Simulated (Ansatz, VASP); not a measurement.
# Two plane-wave programs on SnO

```
Sn O
1.0
     3.35500    0.00000    0.00000
     0.00000    5.67410    0.00000
     0.00000    0.00000    4.22197
Sn O
2 2
Direct
  0.04742 0.25995 0.40656
  0.50000 0.76809 0.01314
  0.00000 0.89125 0.73686
  0.50000 0.10875 0.23686
```

Alike in both runs: task single point; functional LDA; k mesh 8 × 6 × 6; occupations gaussian, width 0.05 eV; no spin polarisation.

|  | VASP | Ansatz |
| --- | --- | --- |
| version | VASP 6.6.1 | Ansatz 0.2.0 |
| potentials or method | VASP PAW LDA potentials, release 64 (Sn_d, O), cutoff 520 eV | scalar-relativistic, plane waves, PAW |
| valence electrons in the cell | 40 | 40 |

VASP gave:

| Item | Value |
| --- | --- |
| gap on the k mesh at the Fermi level (eV) | 0.83 |
| least direct gap on the mesh (eV) | 1.99 |
| pressure (GPa) | -1.7 |
| traceless stress, the component that is largest in VASP (GPa) | 6.08 |
| rms of the force components (eV/Å) | 1.451 |

Task: What did Ansatz give for the same quantities?

Result: gap on the k mesh at the Fermi level (eV): 0.86; least direct gap on the mesh (eV): 2.01; pressure (GPa): -1.9; traceless stress, the component that is largest in VASP (GPa): 6.01; rms of the force components (eV/Å): 1.432.

LDA's correlation is that of Perdew and Zunger in VASP and of Perdew and Wang (1992) in Ansatz. Atom by atom the forces differ by 0.046 eV/Å (rms over components).
